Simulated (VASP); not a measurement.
Here is a VASP 6.6.1 calculation.

The input INCAR:

```
SYSTEM = Co
AGGAC = 1.0
AGGAX = 1.0
ALDAC = 0.0
ALDAX = 1.0
ALGO = Normal
EDIFF = 1E-6
ENCUT = 600
GGA = B5
GGA_COMPAT = .False.
ISIF = 2
ISMEAR = 0
ISPIN = 2
LASPH = .True.
LCHARG = .False.
LMAXMIX = 4
LORBIT = 11
LREAL = .False.
LWAVE = .False.
MAGMOM = 3.2 3.2
NBANDS = 20
NELM = 200
PREC = Accurate
SIGMA = 0.05
```

Contents of KPOINTS:

```
k-points
0
Gamma
  15 15 8
  0 0 0
```

The input POSCAR:

```
Co
1.0
    2.4873600000      0.0000000000      0.0000000000
   -1.2436800000      2.1541169484      0.0000000000
    0.0000000000      0.0000000000      4.0632900000
Co
2
Direct
    0.6666666667      0.3333333333      0.2598600000
    0.3333333333      0.6666666667      0.7401400000
```

Potentials or basis: VASP PAW PBE potentials, release 64 (Co).

Launch:

```console
$ cat potpaw_PBE.64/Co/POTCAR > POTCAR
$ mpirun -np 1 vasp_std > vasp.out
```

Question: What does it give for the site moments?

Answer: Co +1.63 μB.

Question: What does it give for the largest force?

Answer: 0.531 eV/Å.

Question: Predict the pressure.

Answer: 9.5 GPa.

Question: Predict the net moment.

Answer: 3.23 μB per cell.

Stress tensor (GPa, compression positive):
```
10.28  0.00  0.00
 0.00 10.28  0.00
 0.00  0.00  7.86
```

Caveat: the cell stands under pressure; the PAW data sets were made with another functional, which shifts forces and pressure a little.
